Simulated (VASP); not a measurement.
TaF3, 4 atoms in the cell. Symmetry: Pm-3m, No. 221, cubic system. The conventional cell has a = 3.901 Å, b = 3.901 Å, c = 3.901 Å, α = 90.00°, β = 90.00°, γ = 90.00°. Ta (site symmetry m-3m) has 6 F at 1.95 Å within 2.6 Å. Within 2.6 Å of F (site symmetry 4/mmm) lie 2 Ta at 1.95 Å. 

* Program: VASP 6.6.1
* Task: single point
* Functional: r2SCAN0
* Potentials or basis: VASP PAW PBE potentials, release 64 (Ta_pv, F)
* Cutoff: 520 eV
* k mesh: 4 × 4 × 4
* Occupations: fermi-dirac, width 0.05 eV
* Spin: no spin polarisation
* Dipole correction: no
* Grid for exact exchange (PRECFOCK): Normal
* Further INCAR settings: ALGO = Normal; EDIFF = 1e-06; NBANDS = 24

Potentials or basis: VASP PAW PBE potentials, release 64 (Ta_pv, F).

Run with:

```sh
$ cat potpaw_PBE.64/Ta_pv/POTCAR potpaw_PBE.64/F/POTCAR > POTCAR
$ cp INCAR.step1 INCAR
$ mpirun -np 1 vasp_std > vasp.out
$ cp INCAR.step2 INCAR
$ mpirun -np 1 vasp_std > vasp.out
```

Hardware: 1 thread of Intel(R) Xeon(R) 6975P-C (Granite Rapids), on a shared host.

**Question.** Estimate the wall time of this run.

**Answer.** Run time: 12 min on 1 thread of Intel(R) Xeon(R) 6975P-C (Granite Rapids) (shared host), peak memory 0.19 GiB. Counts: k points 10.
